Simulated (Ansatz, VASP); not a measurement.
Be: VASP beside Ansatz

```
Be
1.0
     5.30829    0.00000    0.00000
     0.00000    5.30829    0.00000
     0.00000    0.00000    4.22249
Be
12
Direct
  0.83589 0.83589 0.62500
  0.16411 0.16411 0.12500
  0.16411 0.83589 0.37500
  0.83589 0.16411 0.87500
  0.23322 0.52723 0.00185
  0.76678 0.47277 0.50185
  0.47277 0.23322 0.75185
  0.52723 0.76678 0.25185
  0.76678 0.52723 0.99815
  0.23322 0.47277 0.49815
  0.52723 0.23322 0.24815
  0.47277 0.76678 0.74815
```

Alike in both runs: functional PBE; k mesh 4 × 4 × 4; occupations gaussian, width 0.1 eV; no spin polarisation.

Ansatz relaxed the structure, and its values are those at the end. VASP's run is a single point on that final structure, the one shown.

|  | VASP | Ansatz |
| --- | --- | --- |
| version | VASP 6.6.1 | Ansatz 0.2.0 |
| potentials or method | VASP PAW PBE potentials, release 64 (Be), cutoff 520 eV | scalar-relativistic, plane waves, PAW |
| valence electrons in the cell | 24 | 24 |

```tsv
	VASP	Ansatz	Ansatz less VASP
gap on the k mesh at the Fermi level (eV)	none	none	-
pressure (GPa)	0.2	0.0	-0.12
rms of the force components (eV/Å)	0.005	0.001	-0.0047
```

A gap of «none» marks a metal or a gap that the smearing closes.

The k mesh is coarse, so the values compare programs but aren't converged.
